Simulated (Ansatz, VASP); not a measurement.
## Two plane-wave programs on TeWS4

File INCAR:

```
SYSTEM = TeWS4
PREC = Accurate
ENCUT = 520
EDIFF = 1E-7
ISMEAR = 0
SIGMA = 0.1
LREAL = .False.
LASPH = .True.
NELM = 150
ALGO = Normal
ISIF = 2
LWAVE = .False.
LCHARG = .False.
ISPIN = 2
MAGMOM = -0.63 2.92 -0.32 -0.32 -0.32 -0.32
LORBIT = 11
LMAXMIX = 4
GGA = PE
NBANDS = 35
```

File KPOINTS:

```
regular mesh
0
Gamma
  4 4 4
  0 0 0
```

The input POSCAR:

```
TeWS4
1.0
    0.0000000000      4.0717134800      4.0717134800
    4.0717134800      0.0000000000      4.0717134800
    4.0717134800      4.0717134800      0.0000000000
Te W S
1 1 4
Direct
    0.2500000000      0.2500000000      0.2500000000
    0.0000000000      0.0000000000      0.0000000000
    0.6253080000      0.6253080000      0.1240760000
    0.6253080000      0.6253080000      0.6253080000
    0.1240760000      0.6253080000      0.6253080000
    0.6253080000      0.1240760000      0.6253080000
```

Input for Ansatz:

```yaml
crystal:
  lattice:
    - [0.0, 4.07171348, 4.07171348]
    - [4.07171348, 0.0, 4.07171348]
    - [4.07171348, 4.07171348, 0.0]
  atoms:
    - { symbol: Te, position: [0.25, 0.25, 0.25] }
    - { symbol: W, position: [0.0, 0.0, 0.0] }
    - { symbol: S, position: [0.625308, 0.625308, 0.124076] }
    - { symbol: S, position: [0.625308, 0.625308, 0.625308] }
    - { symbol: S, position: [0.124076, 0.625308, 0.625308] }
    - { symbol: S, position: [0.625308, 0.124076, 0.625308] }
basis:
  ecutwfc: 420
kpoints:
  mp_grid: { grid: [4, 4, 4] }
hamiltonian:
  xc: pbe
scf:
  occupations: { method: gaussian, width: 0.1 }
  lower_state_search: "off"
output:
  forces: true
  stress: true
  eigenvalues: true
  populations: true
magnetization:
  spin_polarized: true
```

Change from the starting cell: species swapped into the YbInCu4 type (F-43m, No. 216).

Alike in both runs: task single point; functional PBE; k mesh 4 × 4 × 4; occupations gaussian, width 0.1 eV; collinear spin.

```csv
,VASP,Ansatz
version,VASP 6.6.1,Ansatz 0.2.0
potentials or method,"VASP PAW PBE potentials, release 64 (Te, W_sv, S), cutoff 520 eV","scalar-relativistic, plane waves, PAW"
valence electrons in the cell,44,54
```

Ansatz gave:

| Item | Value |
| --- | --- |
| gap on the k mesh at the Fermi level (eV) | none |
| pressure (GPa) | -11.0 |
| rms of the force components (eV/Å) | 0.119 |
| net moment per atom (μB) | 0.17 |
| size of the moment on the site where the two differ most (μB) | 2.65 |

Question: Which values does VASP return?

Answer: gap on the k mesh at the Fermi level (eV): none; pressure (GPa): -11.1; rms of the force components (eV/Å): 0.121; net moment per atom (μB): 0.16; size of the moment on the site where the two differ most (μB): 2.40.

Site moments also hang on the region over which each program counts them. Atom by atom the forces differ by 0.002 eV/Å (rms over components). A gap of «none» marks a metal or a gap that the smearing closes. The functional is the same, so the differences come from potentials, cutoffs and numerics. VASP's potentials hold 44 valence electrons a cell and Ansatz's 54, so a difference there can come from the potentials and not from the codes. Ansatz's warnings: no starting moments.

Spin-orbit coupling is off throughout.
